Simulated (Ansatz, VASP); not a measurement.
## Cs2B3: VASP beside Ansatz

The input INCAR:

```
SYSTEM = Cs2B3
PREC = Accurate
ENCUT = 600
EDIFF = 1E-7
ISMEAR = 0
SIGMA = 0.1
LREAL = .FALSE.
LASPH = .TRUE.
NELM = 80
ALGO = Normal
ISIF = 3
LWAVE = .FALSE.
LCHARG = .FALSE.
GGA = PE
IBRION = 2
NSW = 100
EDIFFG = -0.01
```

Contents of KPOINTS:

```
regular mesh
0
G
  12 12 4
  0 0 0
```

POSCAR

```
Cs2B3
1.0
    3.3518233525      0.0000000000      0.0000000000
   -1.6759116763      2.9027641723      0.0000000000
    0.0000000000      0.0000000000     11.0230286337
Cs B
2 3
Direct
    0.3333333333      0.6666666667      0.2234457657
    0.6666666667      0.3333333333      0.7765542343
    0.0000000000      0.0000000000      0.0000000000
    0.3333333333      0.6666666667      0.5021480302
    0.6666666667      0.3333333333      0.4978519698
```

Input for Ansatz:

```yaml
crystal:
  lattice:
    - [3.3518233525, 0.0, 0.0]
    - [-1.6759116763, 2.9027641723, 0.0]
    - [0.0, 0.0, 11.0230286337]
  atoms:
    - { symbol: Cs, position: [0.3333333333, 0.6666666667, 0.2234457657] }
    - { symbol: Cs, position: [0.6666666667, 0.3333333333, 0.7765542343] }
    - { symbol: B, position: [0.0, 0.0, 0.0] }
    - { symbol: B, position: [0.3333333333, 0.6666666667, 0.5021480302] }
    - { symbol: B, position: [0.6666666667, 0.3333333333, 0.4978519698] }
basis:
  ecutwfc: 420
kpoints:
  mp_grid: { grid: [12, 12, 4] }
hamiltonian:
  xc: pbe
scf:
  occupations: { method: gaussian, width: 0.1 }
output:
  forces: true
  stress: true
  eigenvalues: true
relax:
  adjacent_minimum: "off"
  f_tol: 0.01
  max_steps: 80
  cell: { stress_tol: 0.05 }
```

Alike in both runs: task relaxation of cell and atoms; functional PBE; k mesh 12 × 12 × 4; occupations gaussian, width 0.1 eV; no spin polarisation.

```csv
,VASP,Ansatz
version,VASP 6.6.1,Ansatz 0.2.0
potentials or method,"VASP PAW PBE potentials, release 64 (Cs_sv, B), cutoff 600 eV","scalar-relativistic, plane waves, PAW"
valence electrons in the cell,27,27
```

```tsv
	VASP	Ansatz	Ansatz less VASP
gap on the k mesh at the Fermi level, each at its own relaxed structure (eV)	none	none	-
relaxed volume (Å³/atom)	21.65	21.48	-0.179
relaxed length of the cell vector where the two differ most in proportion (Å)	11.062	11.030	-0.0319
```

A gap of «none» marks a metal or a gap that the smearing closes.

Spin-orbit coupling is off throughout.
